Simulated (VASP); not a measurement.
# CdTe (F-43m) in VASP: single point with HSE06

Aim: the single point of CdTe with HSE06.

Program: VASP 6.6.1. These are calculated values, not measurements. Logs are shortened: lines on timing, memory, paths and dates and some standing lists are left out, and cuts for length are marked.

## (1) The cell of the first run

Symmetry: F-43m, No. 216, cubic system. The conventional cell has a = 6.822 Å, b = 6.822 Å, c = 6.822 Å, α = 90.00°, β = 90.00°, γ = 90.00°. Within 3.9 Å of Cd (site symmetry -43m) lie 4 Te at 2.95 Å. Te (site symmetry -43m) has 4 Cd at 2.95 Å within 3.9 Å.

## (2) Single point, HSE06 (strain +4.0%)

Contents of POSCAR:

```
CdTe
1.0
    0.0000000000      3.4111533208      3.4111533208
    3.4111533208      0.0000000000      3.4111533208
    3.4111533208      3.4111533208      0.0000000000
Cd Te
1 1
Direct
    0.0000000000      0.0000000000      0.0000000000
    0.2500000000      0.2500000000      0.2500000000
```

Contents of INCAR.step1:

```
ALGO = Normal ; EDIFF = 1E-5
ENCUT = 520 ; GGA = PE
ISIF = 2 ; ISMEAR = 0
LASPH = True ; LCHARG = False
LREAL = False ; LWAVE = True
NBANDS = 16 ; NELM = 80
PREC = Accurate ; SIGMA = 0.01
```

Contents of INCAR.step2:

```
ALGO = Normal ; EDIFF = 1E-7
ENCUT = 520 ; GGA = PE
HFSCREEN = 0.2079 ; ISIF = 2
ISMEAR = 0 ; ISTART = 1
LASPH = True ; LCHARG = False
LHFCALC = True ; LREAL = False
LWAVE = False ; NBANDS = 16
NELM = 80 ; PREC = Accurate
PRECFOCK = Normal ; SIGMA = 0.01
```

Contents of KPOINTS:

```
k-points
0
Gamma
  4 4 4
```

Potentials or basis: VASP PAW PBE potentials, release 64 (Cd, Te).

Command:

```
$ cat potpaw_PBE.64/Cd/POTCAR potpaw_PBE.64/Te/POTCAR > POTCAR
$ cp INCAR.step1 INCAR
$ mpirun -np 1 vasp_std > vasp.out
$ cp INCAR.step2 INCAR
$ mpirun -np 1 vasp_std > vasp.out
```

OUTCAR:

```text
EDIFF = 1E-7
   ENCUT = 520
   GGA = PE
   HFSCREEN = 0.2079
   ISIF = 2
   ISMEAR = 0
   ISTART = 1
   LASPH = True
   LHFCALC = True
   LREAL = False
   NELM = 80
   PREC = Accurate
   PRECFOCK = Normal

 ion  position               nearest neighbor table
   1  0.000  0.000  0.000-   2 2.95   2 2.95   2 2.95   2 2.95
   2  0.250  0.250  0.250-   1 2.95   1 2.95   1 2.95   1 2.95

  LATTYP: Found a face centered cubic cell.
 ALAT       =     6.8223066416

  Lattice vectors:

 A1 = (   0.0000000000,   3.4111533208,   3.4111533208)
 A2 = (   3.4111533208,   0.0000000000,   3.4111533208)
 A3 = (   3.4111533208,   3.4111533208,   0.0000000000)

Analysis of symmetry for initial positions (statically):
=====================================================================
 Subroutine PRICEL returns:
 Original cell was already a primitive cell.

 Routine SETGRP: Setting up the symmetry group for a
 face centered cubic supercell.

 Subroutine GETGRP returns: Found 24 space group operations
 (whereof 24 operations were pure point group operations)
 out of a pool of 48 trial point group operations.

The static configuration has the point symmetry T_d .

Analysis of symmetry for dynamics (positions and initial velocities):
=====================================================================
 Subroutine PRICEL returns:
 Original cell was already a primitive cell.

 Routine SETGRP: Setting up the symmetry group for a
 face centered cubic supercell.

 Subroutine GETGRP returns: Found 24 space group operations
 (whereof 24 operations were pure point group operations)
 out of a pool of 48 trial point group operations.

The dynamic configuration has the point symmetry T_d .

 Subroutine INISYM returns: Found 24 space group operations
 (whereof 24 operations are pure point group operations),
 and found     1 'primitive' translations

----------------------------------------------------------------------------------------

                                     Primitive cell

  volume of cell :      79.3841

  direct lattice vectors                    reciprocal lattice vectors
     0.000000000  3.411153321  3.411153321    -0.146577991  0.146577991  0.146577991
     3.411153321  0.000000000  3.411153321     0.146577991 -0.146577991  0.146577991
     3.411153321  3.411153321  0.000000000     0.146577991  0.146577991 -0.146577991

[... 71 lines left out ...]
   NFREE  =      0    steps in history (QN), initial steepest desc. (CG)
   ISIF   =      2    stress and relaxation
   ISYM   =      3    0-nonsym 1-usesym 2-fastsym
   POTIM  = 0.5000    time-step for ionic-motion
   TEBEG  =    0.0;   TEEND  =   0.0 temperature during run
   PSTRESS=    0.0 pullay stress
   NELECT =      18.0000    total number of electrons
   NUPDOWN=      -1.0000    fix difference up-down
   EMIN   =  10.00;   EMAX   =-10.00  energy-range for DOS
   EFERMI =   0.00;   METHOD = LEGACY
   ISMEAR =     0;   SIGMA  =   0.01  broadening in eV -4-tet -1-fermi 0-gaus
   EFERMI_NEDOS =   21; number of points for ismear=-14 and -15
   IALGO  =     38    algorithm
   IMIX   =      1    mixing-type and parameters
     AMIX     =   0.40;   BMIX     =  1.00
     AMIX_MAG =   1.60;   BMIX_MAG =  1.00
  volume/ion in A,a.u.               =      39.69       267.86
  Fermi-wavevector in a.u.,A,eV,Ry     =   0.998285  1.886485 13.559191  0.996572
  Thomas-Fermi vector in A             =   2.130498
   LORBIT       =      0    0 simple, 1 ext, 2 COOP (PROOUT), +10 PAW based schemes
   GGA     = PE    functional components
   LHFCALC =     T    Hartree Fock is set to
   PRECFOCK=normal    Normal, Fast or Accurate (Low or Medium for compatibility)
   ENCUT4O =  -1.0   cutoff for four orbital integrals eV
   NKREDX  =     1    reduce k-point grid by
   NKREDY  =     1    reduce k-point grid by
   NKREDZ  =     1    reduce k-point grid by
   AEXX    =    0.2500 exact exchange contribution
   HFSCREEN=    0.2079 screening length (either q_TF or 0.3 A-1)
   HFSCREENC=   0.2079 screening length for correlation (either q_TF or 0.3 A-1)
   ENCUTFOCK=  -1.0 apply spherical cutoff to Coloumb kernel
   IVDW    =     0    specifies the selected vdW correction
   LEPSILON=     F    determine dielectric tensor
   LRPA    =     F    only Hartree local field effects (RPA)
 non-spin polarized calculation
 Gauss-broadening in eV      SIGMA  =   0.01
  energy-cutoff  :      520.00
  volume of cell :       79.38
 maximum number of plane-waves:      2148
  NGX = 28; NGY = 28; NGZ = 28

 number of electron      17.9999998 magnetization

 Free energy of the ion-electron system (eV)
  ---------------------------------------------------
  ext. energy  EPLUGINS =         0.00000000
  ---------------------------------------------------
  free energy    TOTEN  =        -5.89572443 eV

  energy without entropy =       -5.89572443  energy(sigma->0) =       -5.89572443

 E-fermi :   0.6876     XC(G=0):  -6.6381

 val. band max:        0.5997403765   @ k =   0.0000   0.0000   0.0000
 cond. band min:       1.6609318770   @ k =   0.0000   0.0000   0.0000
 fundamental gap:      1.0611915005
 Fermi energy:         0.6876193874

 k-point     1 :       0.0000    0.0000    0.0000
  band No.  band energies     occupation
      1     -10.7182      2.00000
      2      -8.6541      2.00000
      3      -8.6541      2.00000
      4      -8.6541      2.00000
      5      -8.4890      2.00000
      6      -8.4890      2.00000
[... 129 lines left out ...]
      3      -8.5719      2.00000
      4      -8.5063      2.00000
      5      -8.4861      2.00000
      6      -7.9798      2.00000
[... 8 lines left out ...]
     15      12.1476      0.00000
     16      12.3577      0.00000

------------------------ aborting loop because EDIFF is reached ----------------------------------------

  FORCE on cell =-STRESS in cart. coord.  units (eV):
  Direction    XX          YY          ZZ          XY          YZ          ZX
  --------------------------------------------------------------------------------------
  -------------------------------------------------------------------------------------
  Total       -1.6876150     -1.6876150     -1.6876150      0.0000000      0.0000000     -0.0000000
  in kB      -34.0604389    -34.0604389    -34.0604389      0.0000000      0.0000000     -0.0000000
  external PRESSURE =     -34.0604389 kB  Pullay stress =       0.0000000 kB

 VOLUME and BASIS-vectors are now :
 -----------------------------------------------------------------------------
  energy-cutoff  :      520.00
  volume of cell :       79.38
      direct lattice vectors                 reciprocal lattice vectors
     0.000000000  3.411153321  3.411153321    -0.146577991  0.146577991  0.146577991
     3.411153321  0.000000000  3.411153321     0.146577991 -0.146577991  0.146577991
     3.411153321  3.411153321  0.000000000     0.146577991  0.146577991 -0.146577991

 POSITION                                       TOTAL-FORCE (eV/Angst)
 -----------------------------------------------------------------------------------
      0.00000      0.00000      0.00000         0.000000      0.000000      0.000000
      1.70558      1.70558      1.70558        -0.000000     -0.000000     -0.000000
 -----------------------------------------------------------------------------------
    total drift:                               -0.000000     -0.000001     -0.000001

  FREE ENERGIE OF THE ION-ELECTRON SYSTEM (eV)
  ---------------------------------------------------
  free  energy   TOTEN  =        -5.8957244349 eV

  energy  without entropy=       -5.8957244349  energy(sigma->0) =       -5.89572443
```

OUTCAR.step1:

```text
EDIFF = 1E-5
   ENCUT = 520
   GGA = PE
   ISIF = 2
   ISMEAR = 0
[... 354 lines left out ...]
 -----------------------------------------------------------------------------------
      0.00000      0.00000      0.00000         0.000000      0.000000      0.000000
      1.70558      1.70558      1.70558        -0.000000     -0.000000     -0.000000
 -----------------------------------------------------------------------------------
    total drift:                               -0.000000     -0.000000     -0.000000

  FREE ENERGIE OF THE ION-ELECTRON SYSTEM (eV)
  ---------------------------------------------------
  free  energy   TOTEN  =        -4.7052235411 eV

  energy  without entropy=       -4.7052235411  energy(sigma->0) =       -4.70522354
```

OSZICAR.step1:

```text
N       E                     dE             d eps       ncg     rms          rms(c)
DAV:   1     0.962279923143E+02    0.96228E+02   -0.82706E+03   256   0.960E+02
DAV:   2    -0.135526124322E+01   -0.97583E+02   -0.92746E+02   320   0.228E+02
DAV:   3    -0.493449095063E+01   -0.35792E+01   -0.35751E+01   344   0.456E+01
DAV:   4    -0.497025602264E+01   -0.35765E-01   -0.35764E-01   368   0.395E+00
DAV:   5    -0.497036222011E+01   -0.10620E-03   -0.10620E-03   320   0.198E-01    0.411E+00
DAV:   6    -0.471997330820E+01    0.25039E+00   -0.40771E-01   296   0.665E+00    0.358E+00
DAV:   7    -0.470339557949E+01    0.16578E-01   -0.10092E-01   272   0.197E+00    0.147E+00
DAV:   8    -0.470462914996E+01   -0.12336E-02   -0.94203E-03   312   0.103E+00    0.420E-01
DAV:   9    -0.470509138148E+01   -0.46223E-03   -0.10404E-03   320   0.286E-01    0.830E-02
DAV:  10    -0.470517024873E+01   -0.78867E-04   -0.11038E-04   320   0.942E-02    0.522E-02
DAV:  11    -0.470522394728E+01   -0.53699E-04   -0.79063E-05   304   0.470E-02    0.284E-02
DAV:  12    -0.470522354109E+01    0.40619E-06   -0.30116E-06   256   0.130E-02
   1 F= -.47052235E+01 E0= -.47052235E+01  d E =-.133347E-31
```

It took 8.6 min on 1 thread of Intel Xeon 6975P-C (Granite Rapids), shared host; peak memory 0.32 GiB.

What came out:

```yaml
Free_energy: -5.8957 eV
Pressure: -3.4 GPa
Band_gap_on_the_k_mesh: 1.06 eV
```

Levels at points of the mesh, in eV from the valence-band top:
```
           k point  band 7  band 8  band 9  band 10  band 11  band 12
(0.00, 0.00, 0.00)    0.00    0.00    0.00     1.06     5.51     5.51
(0.50, 0.00, 0.00)   -3.89   -0.62   -0.62     2.41     6.05     6.05
(0.50, 0.50, 0.00)   -3.87   -1.50   -1.50     3.41     3.55     9.10
```

Caveat: the cell differs from its parent crystal (strain +4.0%); the cell stands under tension; the PAW data sets were made with another functional, which shifts forces and pressure a little; spin-orbit coupling is left out, which moves the levels of the heavy elements.
